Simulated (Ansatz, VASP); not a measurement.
This is a calculation of Sn for VASP 6.6.1.

The input INCAR:

```
  ALGO = Normal
  EDIFF = 1E-7
  EDIFFG = -0.005
  ENCUT = 600
  GGA = RE
  IBRION = 2
  ISIF = 3
  ISMEAR = -1
  LASPH = T
  LCHARG = F
  LREAL = F
  LWAVE = F
  NELM = 60
  NSW = 80
  PREC = Accurate
  SIGMA = 0.05
```

KPOINTS

```
k-points
0
Gamma
  7 7 7
```

POSCAR

```
Sn
1.0
    0.0000000000      3.2333428000      3.2333428000
    3.2333428000      0.0000000000      3.2333428000
    3.2333428000      3.2333428000      0.0000000000
Sn
2
Direct
    0.7500000000      0.7500000000      0.7500000000
    0.5000000000      0.5000000000      0.5000000000
```

Potentials or basis: VASP PAW PBE potentials, release 64 (Sn_d).

Launch:

```sh
$ cat potpaw_PBE.64/Sn_d/POTCAR > POTCAR
$ mpirun -np 1 vasp_std > vasp.out
```

Problem. Set up the same calculation for Ansatz 0.2.0. Potentials there: all-electron LAPW, scalar-relativistic.

Solution. As run (the cutoff follows the program's own potentials):

The input input.yaml:

```yaml
crystal:
  lattice:
    - [0.0, 3.2333428, 3.2333428]
    - [3.2333428, 0.0, 3.2333428]
    - [3.2333428, 3.2333428, 0.0]
  atoms:
    - { symbol: Sn, position: [0.75, 0.75, 0.75] }
    - { symbol: Sn, position: [0.5, 0.5, 0.5] }
kpoints:
  mp_grid: { grid: [7, 7, 7] }
scf:
  occupations: { method: fermi_dirac, width: 0.05 }
hamiltonian:
  xc: revpbe
  pseudopotentials: { kind: all_electron, lapw: { basis_error: 0.001 } }
output:
  forces: true
  stress: true
relax:
  f_tol: 0.005
  max_steps: 60
  cell: {}
```

Potentials or basis: all-electron LAPW, scalar-relativistic.

The run is started by

```bash
$ ansatz run input.yaml --threads 1 --pin off --max-ram 3072MiB --backend cpu --events-out ev --progress --plain --runs-dir out
```

Both were run:

|  | VASP | Ansatz | Ansatz less VASP |
| --- | --- | --- | --- |
| relaxed volume (Å³/atom) | 37.78 | 37.80 | +0.011 |
| relaxed cell length with the largest relative difference (Å) | 4.746 | 4.746 | +0.0004 |

VASP's potentials were made for PBE, not for revPBE. Ansatz ran all-electron here, and VASP with PAW potentials.
